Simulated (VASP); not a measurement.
Input of a VASP 6.6.1 run:

INCAR

```
SYSTEM = Bi
PREC = Accurate
ENCUT = 520
EDIFF = 1E-6
ISMEAR = -1
SIGMA = 0.08
LREAL = .False.
LASPH = .True.
NELM = 80
ALGO = Normal
ISIF = 2
LWAVE = .False.
LCHARG = .True.
GGA = PE
LELF = .True.
LVHAR = .True.
NBANDS = 14
```

KPOINTS

```
regular mesh
0
Gamma
  16 16 16
  0 0 0
```

POSCAR

```
Bi
1.0
    0.0000000000      2.1099057887      2.1099057887
    2.1099057887      0.0000000000      2.1099057887
    2.1099057887      2.1099057887      0.0000000000
Bi
1
Direct
    0.0000000000      0.0000000000      0.0000000000
```

Potentials or basis: VASP PAW PBE potentials, release 64 (Bi_d).

The run is started by

```bash
$ cat potpaw_PBE.64/Bi_d/POTCAR > POTCAR
$ mpirun -np 1 vasp_std > vasp.out
```

Q: What does it give for the pressure?

A: 91.9 GPa.

Q: Predict the band gap on the k mesh.

A: Zero (an odd number of electrons rules out a gap without spin polarisation).

Caveat: the cell stands under pressure; spin-orbit coupling is left out, which moves the levels of the heavy elements.
